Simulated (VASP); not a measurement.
# CaO (Fm-3m) in VASP: further runs, part 2 of 2

VASP 6.6.1.

### 3 Relaxation of cell and atoms, r2SCAN, target pressure 4 GPa, at which the enthalpy is minimised

Contents of POSCAR:

```
CaO
1.0
    2.3974414048      2.3974414048      0.0000000000
   -2.3974414048      2.3974414048      0.0000000000
    0.0000000000      2.3974414048      2.3974414048
Ca O
1 1
Direct
    0.0000000000      0.0000000000      0.0000000000
    0.5000000000      0.5000000000      0.0000000000
```

Contents of INCAR.step1:

```
PREC = Accurate ; ENCUT = 600
ISMEAR = 0 ; SIGMA = 0.01
LREAL = False ; LASPH = True
NELM = 80 ; GGA = PE
ALGO = Normal ; EDIFF = 1E-4
LWAVE = True ; LCHARG = False
```

Contents of INCAR.step2:

```
PREC = Accurate ; ENCUT = 600
EDIFF = 1E-7 ; ISMEAR = 0
SIGMA = 0.01 ; LREAL = False
LASPH = True ; NELM = 80
ALGO = Normal ; ISIF = 3
LWAVE = False ; LCHARG = False
METAGGA = R2SCAN ; LMIXTAU = True
IBRION = 2 ; NSW = 100
EDIFFG = -0.002 ; PSTRESS = 40.0
ISTART = 1
```

Contents of KPOINTS:

```
Automatic mesh
0
Gamma
  8 8 8
```

Potentials or basis: VASP PAW PBE potentials, release 64 (Ca_sv, O).

Started as:

```
cat potpaw_PBE.64/Ca_sv/POTCAR potpaw_PBE.64/O/POTCAR > POTCAR
cp INCAR.step1 INCAR
mpirun -np 1 vasp_std > vasp.out
cp INCAR.step2 INCAR
mpirun -np 1 vasp_std > vasp.out
```

OUTCAR:

```text
PREC = Accurate
   ENCUT = 600
   EDIFF = 1E-7
   ISMEAR = 0
   LREAL = False
   LASPH = True
   NELM = 80
   ISIF = 3
   METAGGA = R2SCAN
   IBRION = 2
   NSW = 100
   EDIFFG = -0.002
   PSTRESS = 40.0
   ISTART = 1

 ion  position               nearest neighbor table
   1  0.000  0.000  0.000-   2 2.40   2 2.40   2 2.40   2 2.40   2 2.40   2 2.40
   2  0.500  0.500  0.000-   1 2.40   1 2.40   1 2.40   1 2.40   1 2.40   1 2.40

  LATTYP: Found a face centered cubic cell.
 ALAT       =     4.7948828096

  Lattice vectors:

 A1 = (   0.0000000000,   2.3974414048,   2.3974414048)
 A2 = (   2.3974414048,   0.0000000000,   2.3974414048)
 A3 = (   2.3974414048,   2.3974414048,   0.0000000000)

Analysis of symmetry for initial positions (statically):
=====================================================================
 Subroutine PRICEL returns:
 Original cell was already a primitive cell.

 Routine SETGRP: Setting up the symmetry group for a
 face centered cubic supercell.

 Subroutine GETGRP returns: Found 48 space group operations
 (whereof 48 operations were pure point group operations)
 out of a pool of 48 trial point group operations.

The static configuration has the point symmetry O_h .

Analysis of symmetry for dynamics (positions and initial velocities):
=====================================================================
 Subroutine PRICEL returns:
 Original cell was already a primitive cell.

 Routine SETGRP: Setting up the symmetry group for a
 face centered cubic supercell.

 Subroutine GETGRP returns: Found 48 space group operations
 (whereof 48 operations were pure point group operations)
 out of a pool of 48 trial point group operations.

The dynamic configuration has the point symmetry O_h .

 Subroutine INISYM returns: Found 48 space group operations
 (whereof 48 operations are pure point group operations),
 and found     1 'primitive' translations

----------------------------------------------------------------------------------------

                                     Primitive cell

  volume of cell :      27.5597

  direct lattice vectors                    reciprocal lattice vectors
     2.397441405  2.397441405  0.000000000     0.208555671  0.208555671 -0.208555671
    -2.397441405  2.397441405  0.000000000    -0.208555671  0.208555671 -0.208555671
     0.000000000  2.397441405  2.397441405     0.000000000  0.000000000  0.417111341

  length of vectors
     3.390494150  3.390494150  3.390494150     0.361229018  0.361229018  0.417111341

  position of ions in fractional coordinates (direct lattice)
     0.000000000  0.000000000  0.000000000
     0.500000000  0.500000000  0.000000000

  ion indices of the primitive-cell ions
   primitive index   ion index
                 1           1
                 2           2

----------------------------------------------------------------------------------------

 KPOINTS: Automatic mesh

[... 51 lines left out ...]
   total plane-waves  NPLWV =  21952
   dimension x,y,z NGX =    28 NGY =   28 NGZ =   28
   dimension x,y,z NGXF=    56 NGYF=   56 NGZF=   56
   ions per type =               1   1
   NGX,Y,Z   is equivalent  to a cutoff of  13.73, 13.73, 13.73 a.u.
   NGXF,Y,Z  is equivalent  to a cutoff of  27.46, 27.46, 27.46 a.u.
 SYSTEM =  unknown system
   PREC   = accura    normal or accurate (medium, high low for compatibility)
   ISTART =      1    job   : 0-new  1-cont  2-samecut
   ICHARG =      0    charge: 1-file 2-atom 10-const
   ISPIN  =      1    spin polarized calculation?
   LNONCOLLINEAR =      F non collinear calculations
   LSORBIT =      F    spin-orbit coupling
   LASPH  =      T    aspherical Exc in radial PAW
   ENCUT  =  600.0 eV  44.10 Ry    6.64 a.u.   6.77  6.77  6.77*2*pi/ulx,y,z
   NELM   =     80;   NELMIN=  2; NELMDL=  0     # of ELM steps
   EDIFF  = 0.1E-06   stopping-criterion for ELM
   LREAL  =      F    real-space projection
   EDIFFG = -.2E-02   stopping-criterion for IOM
   NSW    =    100    number of steps for IOM
   IBRION =      2    ionic relax: 0-MD 1-quasi-New 2-CG
   NFREE  =      1    steps in history (QN), initial steepest desc. (CG)
   ISIF   =      3    stress and relaxation
   ISYM   =      2    0-nonsym 1-usesym 2-fastsym
   POTIM  = 0.5000    time-step for ionic-motion
   TEBEG  =    0.0;   TEEND  =   0.0 temperature during run
   PSTRESS=   40.0 pullay stress
   NELECT =      16.0000    total number of electrons
   NUPDOWN=      -1.0000    fix difference up-down
   EMIN   =  10.00;   EMAX   =-10.00  energy-range for DOS
   EFERMI =   0.00;   METHOD = LEGACY
   ISMEAR =     0;   SIGMA  =   0.01  broadening in eV -4-tet -1-fermi 0-gaus
   EFERMI_NEDOS =   21; number of points for ismear=-14 and -15
   IALGO  =     38    algorithm
   IMIX   =      4    mixing-type and parameters
     AMIX     =   0.40;   BMIX     =  1.00
     AMIX_MAG =   1.60;   BMIX_MAG =  1.00
  volume/ion in A,a.u.               =      13.78        92.99
  Fermi-wavevector in a.u.,A,eV,Ry     =   1.365705  2.580808 25.376900  1.865150
  Thomas-Fermi vector in A             =   2.491910
   LORBIT       =      0    0 simple, 1 ext, 2 COOP (PROOUT), +10 PAW based schemes
   METAGGA = R2SCAN    functional components
   LHFCALC =     F    Hartree Fock is set to
   AEXX    =    0.0000 exact exchange contribution
   IVDW    =     0    specifies the selected vdW correction
   LEPSILON=     F    determine dielectric tensor
   LRPA    =     F    only Hartree local field effects (RPA)
 conjugate gradient relaxation of ions
 non-spin polarized calculation
 Gauss-broadening in eV      SIGMA  =   0.01
  energy-cutoff  :      600.00
  volume of cell :       27.56
 maximum number of plane-waves:       941
   NGX = 13   NGY = 13   NGZ = 13

--------------------------------------- Ionic step        1  -------------------------------------------

 number of electron      15.9999997 magnetization

 Free energy of the ion-electron system (eV)
  ---------------------------------------------------
  ext. energy  EPLUGINS =         0.00000000
  ---------------------------------------------------
  free energy    TOTEN  =       -19.45668095 eV

  energy without entropy =      -19.45668095  energy(sigma->0) =      -19.45668095

------------------------ aborting loop because EDIFF is reached ----------------------------------------

  FORCE on cell =-STRESS in cart. coord.  units (eV):
  Direction    XX          YY          ZZ          XY          YZ          ZX
  --------------------------------------------------------------------------------------
  -------------------------------------------------------------------------------------
  Total        0.1623941      0.1623941      0.1623941     -0.0000000     -0.0000000      0.0000000
  in kB        9.4407595      9.4407595      9.4407595     -0.0000000     -0.0000000      0.0000000
  external PRESSURE =     -30.5592405 kB  Pullay stress =      40.0000000 kB
[... 63 lines left out ...]
--------------------------------------- Ionic step        3  -------------------------------------------

 number of electron      15.9999997 magnetization

 Free energy of the ion-electron system (eV)
  ---------------------------------------------------
  ext. energy  EPLUGINS =         0.00000000
  ---------------------------------------------------
  free energy    TOTEN  =       -19.44669039 eV

  energy without entropy =      -19.44669039  energy(sigma->0) =      -19.44669039

 E-fermi :   2.3099     XC(G=0): -11.2405

 val. band max:        2.1923916680   @ k =   0.0000   0.0000   0.0000
 cond. band min:       6.3716219258   @ k =   0.5000   0.5000   0.0000
 fundamental gap:      4.1792302578
 Fermi energy:         2.3099081573

 k-point     1 :       0.0000    0.0000    0.0000
  band No.  band energies     occupation
      1     -36.7320      2.00000
      2     -16.6004      2.00000
      3     -16.6004      2.00000
      4     -16.6004      2.00000
      5     -14.3421      2.00000
      6       2.1924      2.00000
      7       2.1924      2.00000
      8       2.1924      2.00000
      9       7.8903      0.00000
     10       9.1241      0.00000
     11       9.1241      0.00000
     12       9.1241      0.00000
[... 331 lines left out ...]
 k-point    24 :       0.5000    0.2500    0.1250
  band No.  band energies     occupation
      1     -36.5972      2.00000
      2     -17.6892      2.00000
      3     -16.8616      2.00000
      4     -16.7376      2.00000
      5     -13.2558      2.00000
      6       0.1188      2.00000
      7       1.0440      2.00000
      8       1.0948      2.00000
      9       9.7000      0.00000
     10       9.7908      0.00000
     11      11.8334      0.00000
     12      12.1108      0.00000

 [... further k-points ...]

------------------------ aborting loop because EDIFF is reached ----------------------------------------

  FORCE on cell =-STRESS in cart. coord.  units (eV):
  Direction    XX          YY          ZZ          XY          YZ          ZX
  --------------------------------------------------------------------------------------
  -------------------------------------------------------------------------------------
  Total        0.6730283      0.6730283      0.6730283      0.0000000     -0.0000000      0.0000000
  in kB       40.0819696     40.0819696     40.0819696      0.0000000     -0.0000000      0.0000000
  external PRESSURE =       0.0819696 kB  Pullay stress =      40.0000000 kB
[... 21 lines left out ...]
  energy  without entropy=      -19.4466903907  energy(sigma->0) =      -19.44669039

  enthalpy is  TOTEN    =       -18.7750384641 eV   P V=        0.6716519266

 reached required accuracy - stopping structural energy minimisation
```

OUTCAR.step1:

```text
PREC = Accurate
   ENCUT = 600
   ISMEAR = 0
   LREAL = False
   LASPH = True
[... 581 lines left out ...]
      0.00000      0.00000      0.00000        -0.000000     -0.000000      0.000000
      0.00000      2.39744      0.00000         0.000000      0.000000      0.000000
 -----------------------------------------------------------------------------------
    total drift:                               -0.000000      0.000000     -0.000000

  FREE ENERGIE OF THE ION-ELECTRON SYSTEM (eV)
  ---------------------------------------------------
  free  energy   TOTEN  =       -12.8000702342 eV

  energy  without entropy=      -12.8000702342  energy(sigma->0) =      -12.80007023
```

OSZICAR.step1:

```text
N       E                     dE             d eps       ncg     rms          rms(c)
DAV:   1     0.140540275530E+03    0.14054E+03   -0.93413E+03   696   0.151E+03
DAV:   2    -0.666785232269E+01   -0.14721E+03   -0.13955E+03   816   0.356E+02
DAV:   3    -0.142757591129E+02   -0.76079E+01   -0.68800E+01   892   0.787E+01
DAV:   4    -0.145068120789E+02   -0.23105E+00   -0.23070E+00   992   0.129E+01
DAV:   5    -0.145112137824E+02   -0.44017E-02   -0.44012E-02   888   0.174E+00    0.856E+00
DAV:   6    -0.128405845306E+02    0.16706E+01   -0.86807E+00   804   0.276E+01    0.361E+00
DAV:   7    -0.128010282069E+02    0.39556E-01   -0.71241E-01   932   0.837E+00    0.174E+00
DAV:   8    -0.128018463576E+02   -0.81815E-03   -0.84297E-02   756   0.333E+00    0.444E-01
DAV:   9    -0.127995835258E+02    0.22628E-02   -0.26216E-02   884   0.135E+00    0.137E-01
DAV:  10    -0.128000160213E+02   -0.43250E-03   -0.22832E-03   760   0.492E-01    0.269E-02
DAV:  11    -0.128000702342E+02   -0.54213E-04   -0.38489E-04   956   0.165E-01
   1 F= -.12800070E+02 E0= -.12800070E+02  d E =-.653281E-12
```

Wall time 89 s (1 thread of Intel Xeon 6975P-C (Granite Rapids), shared host); peak memory 0.18 GiB.

Results:

```yaml
Free_energy: -19.4467 eV
Relaxed_volume: 13.45 Å³/atom
Relaxed_cell: a = 3.363 Å, b = 3.363 Å, c = 3.363 Å, α = 60.00°, β = 60.00°, γ = 90.00°
Space_group_after_relaxing_to_0.1_Å: Fm-3m (No. 225)
Energy_change_on_relaxing_the_run_minimises_the_enthalpy: +5.0 meV/atom
Ionic_steps: 3
Pressure_after_relaxing: 4.0 GPa
Band_gap_on_the_k_mesh: 4.18 eV (least direct gap 4.54 eV)
```

The path:
| step | energy change (eV) | largest force (eV/Å) | pressure (GPa) | volume (Å³) |
| --- | --- | --- | --- | --- |
| 1 | 0.0000 | 0.0000 | 0.94 | 27.56 |
| 2 | 0.0217 | 0.0000 | 5.96 | 26.52 |
| 3 | 0.0100 | 0.0000 | 4.01 | 26.90 |

Final structure:
```
CELL_PARAMETERS angstrom
2.37824 2.37824 0.00000
-2.37824 2.37824 0.00000
0.00000 2.37824 2.37824
ATOMIC_POSITIONS crystal
Ca 0.00000 0.00000 0.00000
O 0.50000 0.50000 0.00000
```

Levels at points of the mesh, in eV from the valence-band top:
```tsv
k point	band 4	band 5	band 6	band 7	band 8	band 9	band 10	band 11	band 12
(0.00, 0.00, 0.00)	-18.79	-16.53	0.00	0.00	0.00	5.70	6.93	6.93	6.93
(0.50, 0.00, 0.00)	-18.85	-15.11	-2.68	-1.26	-1.26	7.85	9.22	9.22	9.47
(0.50, 0.50, 0.00)	-19.04	-16.32	-1.28	-0.37	-0.37	4.18	9.00	9.81	10.45
```

Caveat: the cell is relaxed towards a set pressure, so the run minimises the enthalpy, not the energy; the PAW data sets were made with another functional, which shifts forces and pressure a little. A k mesh can miss the band edges.
